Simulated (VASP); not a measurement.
# Y (P6_3/mmc) in VASP: notebook

The runs below take Y through single point, with r2SCAN.

All numbers are computed with VASP 6.6.1; they aren't measurements. Logs are shortened: lines on timing, memory, paths and dates and some standing lists are left out, and cuts for length are marked.

### Step 1. The cell of the first run

The structure is hexagonal, space group P6_3/mmc (No. 194). The conventional cell has a = 3.682 Å, b = 3.682 Å, c = 5.694 Å, α = 90.00°, β = 90.00°, γ = 120.00°. Y (site symmetry -6m2) has 12 Y at 3.55 to 3.68 Å within 4.7 Å.

### Step 2. Single point, r2SCAN

The input, POSCAR:

```
Y
1.0
    3.6818094445      0.0000000000      0.0000000000
   -1.8409047223      3.1885405109      0.0000000000
    0.0000000000      0.0000000000      5.6941122791
Y
2
Direct
    0.3333333333      0.6666666667      0.2500000000
    0.6666666667      0.3333333333      0.7500000000
```

The input, INCAR.step1:

```
PREC     = Accurate       # precision mode
ENCUT    = 520            # plane-wave cutoff, eV
ISMEAR   = 0              # smearing method
SIGMA    = 0.05           # smearing width, eV
LREAL    = F              # projectors in reciprocal space
LASPH    = T              # aspherical terms in the spheres
NELM     = 60             # most SCF steps
NBANDS   = 18             # bands
GGA      = PE             # functional
ALGO     = Normal         # electronic algorithm
EDIFF    = 1E-4           # SCF threshold, eV
LWAVE    = T              # write WAVECAR
LCHARG   = F              # write CHGCAR
```

The input, INCAR.step2:

```
PREC     = Accurate       # precision mode
ENCUT    = 520            # plane-wave cutoff, eV
EDIFF    = 1E-6           # SCF threshold, eV
ISMEAR   = 0              # smearing method
SIGMA    = 0.05           # smearing width, eV
LREAL    = F              # projectors in reciprocal space
LASPH    = T              # aspherical terms in the spheres
NELM     = 60             # most SCF steps
ALGO     = Normal         # electronic algorithm
ISIF     = 2              # what is computed and relaxed
LWAVE    = F              # write WAVECAR
LCHARG   = F              # write CHGCAR
METAGGA  = R2SCAN         # meta-GGA
LMIXTAU  = T            
NBANDS   = 18             # bands
ISTART   = 1
```

The input, KPOINTS:

```
Automatic mesh
0
Gamma
  14 14 8
```

Potentials or basis: VASP PAW PBE potentials, release 64 (Y_sv).

Command:

```bash
$ cat potpaw_PBE.64/Y_sv/POTCAR > POTCAR
$ cp INCAR.step1 INCAR
$ mpirun -np 1 vasp_std > vasp.out
$ cp INCAR.step2 INCAR
$ mpirun -np 1 vasp_std > vasp.out
```

OUTCAR:

```text
PREC = Accurate
   ENCUT = 520
   EDIFF = 1E-6
   ISMEAR = 0
   LREAL = F
   LASPH = T
   NELM = 60
   ISIF = 2
   METAGGA = R2SCAN
   ISTART = 1

 ion  position               nearest neighbor table
   1  0.333  0.667  0.250-   2 3.55   2 3.55   2 3.55   2 3.55   2 3.55   2 3.55
   2  0.667  0.333  0.750-   1 3.55   1 3.55   1 3.55   1 3.55   1 3.55   1 3.55

  LATTYP: Found a hexagonal cell.
 ALAT       =     3.6818094445
 C/A-ratio  =     1.5465526842

  Lattice vectors:

 A1 = (   3.6818094445,   0.0000000000,   0.0000000000)
 A2 = (  -1.8409047223,   3.1885405109,   0.0000000000)
 A3 = (   0.0000000000,   0.0000000000,   5.6941122791)

Analysis of symmetry for initial positions (statically):
=====================================================================
 Subroutine PRICEL returns:
 Original cell was already a primitive cell.

 Routine SETGRP: Setting up the symmetry group for a
 hexagonal supercell.

 Subroutine GETGRP returns: Found 24 space group operations
 (whereof 12 operations were pure point group operations)
 out of a pool of 24 trial point group operations.

The static configuration has the point symmetry D_3d.
 The point group associated with its full space group is D_6h.

Analysis of symmetry for dynamics (positions and initial velocities):
=====================================================================
 Subroutine PRICEL returns:
 Original cell was already a primitive cell.

 Routine SETGRP: Setting up the symmetry group for a
 hexagonal supercell.

 Subroutine GETGRP returns: Found 24 space group operations
 (whereof 12 operations were pure point group operations)
 out of a pool of 24 trial point group operations.

The dynamic configuration has the point symmetry D_3d.
 The point group associated with its full space group is D_6h.

 Subroutine INISYM returns: Found 24 space group operations
 (whereof 12 operations are pure point group operations),
 and found     1 'primitive' translations

----------------------------------------------------------------------------------------

                                     Primitive cell

  volume of cell :      66.8466

  direct lattice vectors                    reciprocal lattice vectors
     3.681809444  0.000000000  0.000000000     0.271605583  0.156811556  0.000000000
    -1.840904722  3.188540511  0.000000000     0.000000000  0.313623113  0.000000000
     0.000000000  0.000000000  5.694112279     0.000000000  0.000000000  0.175620000

  length of vectors
     3.681809444  3.681809445  5.694112279     0.313623113  0.313623113  0.175620000

  position of ions in fractional coordinates (direct lattice)
     0.333333333  0.666666667  0.250000000
     0.666666667  0.333333333  0.750000000

  ion indices of the primitive-cell ions
   primitive index   ion index
                 1           1
                 2           2

----------------------------------------------------------------------------------------

 KPOINTS: Automatic mesh

Automatic generation of k-mesh.
 Grid dimensions read from file:
 generate k-points for:   14   14    8

 Generating k-lattice:

  Cartesian coordinates                     Fractional coordinates (reciprocal lattice)
     0.019400399  0.011200825  0.000000000     0.071428571 -0.000000000  0.000000000
     0.000000000  0.022401651  0.000000000     0.000000000  0.071428571  0.000000000
     0.000000000  0.000000000  0.021952500     0.000000000  0.000000000  0.125000000

  Length of vectors
     0.022401651  0.022401651  0.021952500

  Shift w.r.t. Gamma in fractional coordinates (k-lattice)
     0.000000000  0.000000000  0.000000000

 Subroutine IBZKPT returns following result:
 ===========================================

 Found    120 irreducible k-points:

 Following reciprocal coordinates:
            Coordinates               Weight
  0.000000  0.000000  0.000000      1.000000
  0.071429 -0.000000  0.000000      6.000000
  0.142857  0.000000  0.000000      6.000000
  0.214286  0.000000  0.000000      6.000000
  0.285714 -0.000000  0.000000      6.000000
  0.357143 -0.000000  0.000000      6.000000
[... 16 lines left out ...]
  0.285714  0.285714  0.000000      6.000000
  0.357143  0.285714  0.000000      6.000000
 [... further k-points ...]
   k-points           NKPTS =    120   k-points in BZ     NKDIM =    120   number of bands    NBANDS=     18
   number of dos      NEDOS =    301   number of ions     NIONS =      2
   total plane-waves  NPLWV =  32928
   dimension x,y,z NGX =    28 NGY =   28 NGZ =   42
   dimension x,y,z NGXF=    56 NGYF=   56 NGZF=   84
   ions per type =               2
   NGX,Y,Z   is equivalent  to a cutoff of  12.64, 12.64, 12.26 a.u.
   NGXF,Y,Z  is equivalent  to a cutoff of  25.29, 25.29, 24.52 a.u.
 SYSTEM =  unknown system
   PREC   = accura    normal or accurate (medium, high low for compatibility)
   ISTART =      1    job   : 0-new  1-cont  2-samecut
   ICHARG =      0    charge: 1-file 2-atom 10-const
   ISPIN  =      1    spin polarized calculation?
   LNONCOLLINEAR =      F non collinear calculations
   LSORBIT =      F    spin-orbit coupling
   LASPH  =      T    aspherical Exc in radial PAW
   ENCUT  =  520.0 eV  38.22 Ry    6.18 a.u.   6.85  6.85 10.59*2*pi/ulx,y,z
   NELM   =     60;   NELMIN=  2; NELMDL=  0     # of ELM steps
   EDIFF  = 0.1E-05   stopping-criterion for ELM
   LREAL  =      F    real-space projection
   EDIFFG = 0.1E-04   stopping-criterion for IOM
   NSW    =      0    number of steps for IOM
   IBRION =     -1    ionic relax: 0-MD 1-quasi-New 2-CG
   NFREE  =      0    steps in history (QN), initial steepest desc. (CG)
   ISIF   =      2    stress and relaxation
   ISYM   =      2    0-nonsym 1-usesym 2-fastsym
   POTIM  = 0.5000    time-step for ionic-motion
   TEBEG  =    0.0;   TEEND  =   0.0 temperature during run
   PSTRESS=    0.0 pullay stress
   NELECT =      22.0000    total number of electrons
   NUPDOWN=      -1.0000    fix difference up-down
   EMIN   =  10.00;   EMAX   =-10.00  energy-range for DOS
   EFERMI =   0.00;   METHOD = LEGACY
   ISMEAR =     0;   SIGMA  =   0.05  broadening in eV -4-tet -1-fermi 0-gaus
   EFERMI_NEDOS =   21; number of points for ismear=-14 and -15
   IALGO  =     38    algorithm
   IMIX   =      4    mixing-type and parameters
     AMIX     =   0.40;   BMIX     =  1.00
     AMIX_MAG =   1.60;   BMIX_MAG =  1.00
  volume/ion in A,a.u.               =      33.42       225.55
  Fermi-wavevector in a.u.,A,eV,Ry     =   1.130288  2.135936 17.382151  1.277552
  Thomas-Fermi vector in A             =   2.266984
   LORBIT       =      0    0 simple, 1 ext, 2 COOP (PROOUT), +10 PAW based schemes
   METAGGA = R2SCAN    functional components
   LHFCALC =     F    Hartree Fock is set to
   AEXX    =    0.0000 exact exchange contribution
   IVDW    =     0    specifies the selected vdW correction
   LEPSILON=     F    determine dielectric tensor
   LRPA    =     F    only Hartree local field effects (RPA)
 non-spin polarized calculation
 Gauss-broadening in eV      SIGMA  =   0.05
  energy-cutoff  :      520.00
  volume of cell :       66.85
 maximum number of plane-waves:      1818
 NGX is ok and might be reduce to    28
   NGX = 13   NGY = 13   NGZ = 21

 number of electron      21.9999999 magnetization

 Free energy of the ion-electron system (eV)
  ---------------------------------------------------
  ext. energy  EPLUGINS =         0.00000000
  ---------------------------------------------------
  free energy    TOTEN  =       -40.54612054 eV

  energy without entropy =      -40.54286904  energy(sigma->0) =      -40.54449479

 E-fermi :   2.9441     XC(G=0):  -9.9968

 val. band max:        2.9323811025   @ k =   0.2143   0.0000   0.2500
 cond. band min:       2.9451337365   @ k =   0.2143   0.1429   0.3750
 fundamental gap:      0.0127526340
 Fermi energy:         2.9440698463

 k-point     1 :       0.0000    0.0000    0.0000
  band No.  band energies     occupation
      1     -41.2742      2.00000
      2     -41.1961      2.00000
      3     -20.9054      2.00000
      4     -20.4238      2.00000
      5     -20.4238      2.00000
      6     -20.3310      2.00000
[... 10 lines left out ...]
     17       5.9670      0.00000
     18       5.9670      0.00000

 k-point     2 :       0.0714   -0.0000    0.0000
  band No.  band energies     occupation
      1     -41.2716      2.00000
      2     -41.1953      2.00000
      3     -20.8963      2.00000
      4     -20.4413      2.00000
      5     -20.4300      2.00000
      6     -20.3495      2.00000
[... 10 lines left out ...]
     17       5.8114      0.00000
     18       5.8557      0.00000

 k-point     3 :       0.1429    0.0000    0.0000
  band No.  band energies     occupation
      1     -41.2645      2.00000
      2     -41.1932      2.00000
      3     -20.8698      2.00000
      4     -20.4904      2.00000
      5     -20.4468      2.00000
      6     -20.4004      2.00000
[... 10 lines left out ...]
     17       5.8929      0.00000
     18       5.9535      0.00000

 k-point     4 :       0.2143    0.0000    0.0000
  band No.  band energies     occupation
      1     -41.2537      2.00000
      2     -41.1906      2.00000
      3     -20.8286      2.00000
      4     -20.5620      2.00000
      5     -20.4715      2.00000
      6     -20.4702      2.00000
[... 375 lines left out ...]
      4     -20.6431      2.00000
      5     -20.6131      2.00000
      6     -20.5950      2.00000
[... 10 lines left out ...]
     17       8.1345      0.00000
     18       8.4884      0.00000

 k-point    23 :       0.2857    0.2857    0.0000
  band No.  band energies     occupation
      1     -41.2061      2.00000
      2     -41.1917      2.00000
      3     -20.7215      2.00000
      4     -20.6509      2.00000
      5     -20.6056      2.00000
      6     -20.5911      2.00000
[... 10 lines left out ...]
     17       8.0299      0.00000
     18       8.4406      0.00000

 k-point    24 :       0.3571    0.2857    0.0000
  band No.  band energies     occupation
      1     -41.2010      2.00000
      2     -41.1947      2.00000
      3     -20.7241      2.00000
      4     -20.6263      2.00000
      5     -20.6242      2.00000
      6     -20.5732      2.00000
[... 10 lines left out ...]
     17       8.0797      0.00000
     18       8.3877      0.00000

 [... further k-points ...]
[... 5 lines left out ...]
  --------------------------------------------------------------------------------------
  -------------------------------------------------------------------------------------
  Total        0.0011211      0.0011211      0.0160646     -0.0000000      0.0000000      0.0000000
  in kB        0.0268715      0.0268715      0.3850363     -0.0000000      0.0000000      0.0000000
  external PRESSURE =       0.1462598 kB  Pullay stress =       0.0000000 kB

 VOLUME and BASIS-vectors are now :
 -----------------------------------------------------------------------------
  energy-cutoff  :      520.00
  volume of cell :       66.85
      direct lattice vectors                 reciprocal lattice vectors
     3.681809444  0.000000000  0.000000000     0.271605583  0.156811556  0.000000000
    -1.840904722  3.188540511  0.000000000     0.000000000  0.313623113  0.000000000
     0.000000000  0.000000000  5.694112279     0.000000000  0.000000000  0.175620000

 POSITION                                       TOTAL-FORCE (eV/Angst)
 -----------------------------------------------------------------------------------
     -0.00000      2.12569      1.42353        -0.000000     -0.000000      0.000000
      1.84090      1.06285      4.27058         0.000000      0.000000      0.000000
 -----------------------------------------------------------------------------------
    total drift:                               -0.000000      0.000000     -0.000000

  FREE ENERGIE OF THE ION-ELECTRON SYSTEM (eV)
  ---------------------------------------------------
  free  energy   TOTEN  =       -40.5461205400 eV

  energy  without entropy=      -40.5428690397  energy(sigma->0) =      -40.54449479
```

Wall time 5.5 min (1 thread of Intel Xeon Platinum 8488C (Sapphire Rapids), shared host); peak memory 0.28 GiB.

Results:

```
Free energy            : -40.5461 eV
Pressure               : 0.0 GPa
Band gap on the k mesh : zero (bands 11 and 12 overlap by 1.70 eV)
```

Levels at points of the mesh, in eV from the Fermi level:
```
           k point  band 8  band 9  band 10  band 11  band 12  band 13  band 14  band 15
(0.00, 0.00, 0.00)  -23.24   -4.88    -1.84     0.80     1.95     1.95     2.41     2.63
(0.50, 0.00, 0.00)  -23.33   -1.71    -1.18    -0.77    -0.28     1.55     1.65     2.30
(0.00, 0.00, 0.50)  -23.32   -3.38    -3.38     1.12     1.12     1.87     1.87     1.87
(0.50, 0.00, 0.50)  -23.39   -1.64    -1.64     0.11     0.11     1.37     1.37     2.98
```

Caveat: the PAW data sets were made with another functional, which shifts forces and pressure a little.

### Step 3. Single point, r2SCAN

This run uses another cell than the first one, of 33.76 Å³/atom.

The input, POSCAR:

```
Y
1.0
    3.6940414595      0.0000000000      0.0000000000
   -1.8470207297      3.1991337465      0.0000000000
    0.0000000000      0.0000000000      5.7130297346
Y
2
Direct
    0.3333333333      0.6666666667      0.2500000000
    0.6666666667      0.3333333333      0.7500000000
```

The input, INCAR.step1:

```
  PREC = Accurate
  ENCUT = 520
  ISMEAR = 0
  SIGMA = 0.05
  LREAL = F
  LASPH = T
  NELM = 60
  NBANDS = 18
  GGA = PE
  ALGO = Normal
  EDIFF = 1E-4
  LWAVE = T
  LCHARG = F
```

The input, INCAR.step2:

```
  PREC = Accurate
  ENCUT = 520
  EDIFF = 1E-7
  ISMEAR = 0
  SIGMA = 0.05
  LREAL = F
  LASPH = T
  NELM = 60
  ALGO = Normal
  ISIF = 2
  LWAVE = F
  LCHARG = F
  METAGGA = R2SCAN
  LMIXTAU = T
  NBANDS = 18
  ISTART = 1
```

KPOINTS is that of step 2.

Potentials or basis: VASP PAW PBE potentials, release 64 (Y_sv).

Command:

```bash
$ cat potpaw_PBE.64/Y_sv/POTCAR > POTCAR
$ cp INCAR.step1 INCAR
$ mpirun -np 1 vasp_std > vasp.out
$ cp INCAR.step2 INCAR
$ mpirun -np 1 vasp_std > vasp.out
```

OUTCAR:

```text
PREC = Accurate
   ENCUT = 520
   EDIFF = 1E-7
   ISMEAR = 0
   LREAL = F
   LASPH = T
   NELM = 60
   ISIF = 2
   METAGGA = R2SCAN
   ISTART = 1

 ion  position               nearest neighbor table
   1  0.333  0.667  0.250-   2 3.56   2 3.56   2 3.56   2 3.56   2 3.56   2 3.56
   2  0.667  0.333  0.750-   1 3.56   1 3.56   1 3.56   1 3.56   1 3.56   1 3.56

  LATTYP: Found a hexagonal cell.
 ALAT       =     3.6940414595
 C/A-ratio  =     1.5465526842

  Lattice vectors:

 A1 = (   3.6940414595,   0.0000000000,   0.0000000000)
 A2 = (  -1.8470207297,   3.1991337465,   0.0000000000)
 A3 = (   0.0000000000,   0.0000000000,   5.7130297346)

Analysis of symmetry for initial positions (statically):
=====================================================================
 Subroutine PRICEL returns:
 Original cell was already a primitive cell.

 Routine SETGRP: Setting up the symmetry group for a
 hexagonal supercell.

 Subroutine GETGRP returns: Found 24 space group operations
 (whereof 12 operations were pure point group operations)
[... 157 lines left out ...]
 number of electron      21.9999998 magnetization

 Free energy of the ion-electron system (eV)
  ---------------------------------------------------
  ext. energy  EPLUGINS =         0.00000000
  ---------------------------------------------------
  free energy    TOTEN  =       -40.54546677 eV

  energy without entropy =      -40.54208628  energy(sigma->0) =      -40.54377652

 E-fermi :   2.8971     XC(G=0):  -9.9557

 val. band max:        2.8891189540   @ k =   0.2143   0.0000   0.2500
 cond. band min:       2.8985772726   @ k =   0.2143   0.0000   0.1250
 fundamental gap:      0.0094583186
 Fermi energy:         2.8971285997

 k-point     1 :       0.0000    0.0000    0.0000
  band No.  band energies     occupation
      1     -41.3488      2.00000
      2     -41.2740      2.00000
      3     -20.9672      2.00000
      4     -20.5015      2.00000
      5     -20.5015      2.00000
      6     -20.4115      2.00000
[... 481 lines left out ...]
      5     -20.6949      2.00000
      6     -20.6458      2.00000
[... 10 lines left out ...]
     17       7.9835      0.00000
     18       8.2798      0.00000

 [... further k-points ...]
[... 5 lines left out ...]
  --------------------------------------------------------------------------------------
  -------------------------------------------------------------------------------------
  Total       -0.1678954     -0.1678954     -0.1386739     -0.0000000     -0.0000000     -0.0000000
  in kB       -3.9842708     -3.9842708     -3.2908238     -0.0000000     -0.0000000     -0.0000000
  external PRESSURE =      -3.7531218 kB  Pullay stress =       0.0000000 kB

 VOLUME and BASIS-vectors are now :
 -----------------------------------------------------------------------------
  energy-cutoff  :      520.00
  volume of cell :       67.52
      direct lattice vectors                 reciprocal lattice vectors
     3.694041460  0.000000000  0.000000000     0.270706220  0.156292309  0.000000000
    -1.847020730  3.199133746  0.000000000     0.000000000  0.312584618  0.000000000
     0.000000000  0.000000000  5.713029735     0.000000000  0.000000000  0.175038473

 POSITION                                       TOTAL-FORCE (eV/Angst)
 -----------------------------------------------------------------------------------
     -0.00000      2.13276      1.42826        -0.000000      0.000000      0.000000
      1.84702      1.06638      4.28477         0.000000     -0.000000      0.000000
 -----------------------------------------------------------------------------------
    total drift:                               -0.000000      0.000000     -0.000000

  FREE ENERGIE OF THE ION-ELECTRON SYSTEM (eV)
  ---------------------------------------------------
  free  energy   TOTEN  =       -40.5454667716 eV

  energy  without entropy=      -40.5420862756  energy(sigma->0) =      -40.54377652
```

OUTCAR.step1:

```text
PREC = Accurate
   ENCUT = 520
   ISMEAR = 0
   LREAL = F
   LASPH = T
[... 728 lines left out ...]
 -----------------------------------------------------------------------------------
     -0.00000      2.13276      1.42826        -0.000000      0.000000      0.000000
      1.84702      1.06638      4.28477         0.000000     -0.000000      0.000000
 -----------------------------------------------------------------------------------
    total drift:                               -0.000000      0.000000     -0.000000

  FREE ENERGIE OF THE ION-ELECTRON SYSTEM (eV)
  ---------------------------------------------------
  free  energy   TOTEN  =       -12.8634432821 eV

  energy  without entropy=      -12.8599068382  energy(sigma->0) =      -12.86167506
```

Wall time 7.4 min (1 thread of Intel Xeon Platinum 8488C (Sapphire Rapids), shared host); peak memory 0.29 GiB.

What came out:

* Free energy: -40.5455 eV
* Pressure: -0.4 GPa
* Band gap on the k mesh: zero (bands 11 and 12 overlap by 1.69 eV)

Levels at points of the mesh, in eV from the Fermi level:
```
           k point  band 7  band 8  band 9  band 10  band 11  band 12  band 13  band 14  band 15  band 16
(0.00, 0.00, 0.00)  -23.31  -23.28   -4.87    -1.82     0.76     1.94     1.94     2.40     2.62     2.62
(0.50, 0.00, 0.00)  -23.43  -23.36   -1.71    -1.16    -0.76    -0.29     1.53     1.64     2.28     5.23
(0.00, 0.00, 0.50)  -23.35  -23.35   -3.38    -3.38     1.11     1.11     1.86     1.86     1.86     1.86
(0.50, 0.00, 0.50)  -23.42  -23.42   -1.63    -1.63     0.11     0.11     1.35     1.35     2.95     2.95
```

Caveat: the PAW data sets were made with another functional, which shifts forces and pressure a little.
